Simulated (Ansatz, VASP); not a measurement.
InH3: VASP beside Ansatz

```
In H
1.0
     7.49435    0.00000    0.00000
    -3.74718    6.49030    0.00000
     0.00000    0.00000    3.86722
In H
3 9
Direct
  0.50000 0.00000 0.00000
  0.50000 0.50000 0.00000
  0.00000 0.50000 0.00000
  0.50000 0.00000 0.50000
  0.57313 0.78656 0.00002
  0.42687 0.21344 0.99998
  0.21344 0.78656 0.00002
  0.78656 0.21344 0.99998
  0.50000 0.50000 0.50000
  0.21344 0.42687 0.00002
  0.78656 0.57313 0.99998
  0.00000 0.50000 0.50000
```

Alike in both runs: functional PBE; k mesh 6 × 6 × 10; occupations gaussian, width 0.1 eV; no spin polarisation.

Ansatz relaxed the structure, and its values are those at the end. VASP's run is a single point on that final structure, the one shown.

|  | VASP | Ansatz |
| --- | --- | --- |
| version | VASP 6.6.1 | Ansatz 0.2.0 |
| potentials or method | VASP PAW PBE potentials, release 64 (In_d, H), cutoff 520 eV | scalar-relativistic, plane waves, PAW |
| valence electrons in the cell | 48 | 48 |

|  | VASP | Ansatz | Ansatz less VASP |
| --- | --- | --- | --- |
| gap on the k mesh at the Fermi level (eV) | none | none | - |
| pressure (GPa) | -0.1 | 0.0 | +0.07 |

A gap of «none» marks a metal or a gap that the smearing closes. Ansatz's warnings: xc potential rough in thin density.
